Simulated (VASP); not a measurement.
Here is a VASP 6.6.1 calculation.

File INCAR:

```
SYSTEM = HfO2
  ALGO = Normal
  EDIFF = 1E-6
  ENCUT = 520
  GGA = PE
  ISIF = 2
  ISMEAR = -1
  LASPH = .True.
  LCHARG = .False.
  LREAL = .False.
  LWAVE = .False.
  NBANDS = 18
  NELM = 80
  PREC = Accurate
  SIGMA = 0.03
```

File KPOINTS:

```
k-points
0
Gamma
  5 5 5
  0 0 0
```

Contents of POSCAR:

```
HfO2
1.0
    0.0000000000      2.5575000000      2.5575000000
    2.5575000000      0.0000000000      2.5575000000
    2.5575000000      2.5575000000      0.0000000000
Hf O
1 2
Direct
    0.0000000000      0.0000000000      0.0000000000
    0.7500000000      0.7500000000      0.7500000000
    0.2500000000      0.2500000000      0.2500000000
```

Potentials or basis: VASP PAW PBE potentials, release 64 (Hf_pv, O).

Run with:

```console
$ cat potpaw_PBE.64/Hf_pv/POTCAR potpaw_PBE.64/O/POTCAR > POTCAR
$ mpirun -np 1 vasp_std > vasp.out
```

**Question.** What does it give for the pressure?

**Answer.** -6.0 GPa.

**Question.** Estimate the band gap on the k mesh.

**Answer.** 4.01 eV, indirect (least direct gap 4.33 eV).

Caveat: the k points lie up to 0.43 Å⁻¹ apart; spin-orbit coupling is left out, which moves the levels of the heavy elements. A k mesh can miss the band edges.
